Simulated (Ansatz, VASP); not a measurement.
**MnO in VASP and in Ansatz**

```
Mn O
1.0
     2.91064   -1.68193    0.00000
     2.91064    1.68193    0.00000
    -1.94411    0.00000    2.75294
Mn O
1 1
Cartesian
  1.9384 0.0000 1.3783
  3.8801 0.0000 0.6864
```

Alike in both runs: task single point; functional r2SCAN; k mesh 9 × 9 × 9; occupations fermi-dirac, width 0.05 eV; collinear spin.

|  | VASP | Ansatz |
| --- | --- | --- |
| version | VASP 6.6.1 | Ansatz 0.2.0 |
| potentials or method | VASP PAW PBE potentials, release 64 (Mn_pv, O) | Ansatz PAW |
| plane-wave cutoff (eV) | 520 | 500 |
| valence electrons in the cell | 19 | 21 |

Ansatz gave:

* gap on the k mesh at the Fermi level (eV): none
* pressure (GPa): 0.8
* traceless stress, the component that is largest in VASP (GPa): -0.14
* net moment per atom (μB): 2.50
* size of the moment on the site where the two differ most (μB): 4.04

What did VASP give for the same quantities?

gap on the k mesh at the Fermi level (eV): none; pressure (GPa): 1.4; traceless stress, the component that is largest in VASP (GPa): -0.15; net moment per atom (μB): 2.50; size of the moment on the site where the two differ most (μB): 4.49.

VASP's potentials were made for PBE, not for r2SCAN. Site moments also hang on the region over which each program counts them. A gap of «none» marks a metal or a gap that the smearing closes. VASP's potentials hold 19 valence electrons a cell and Ansatz's 21, so a difference there can come from the potentials and not from the codes.

Noted on Ansatz's run: the magnetic or orbital state may not be the lowest.
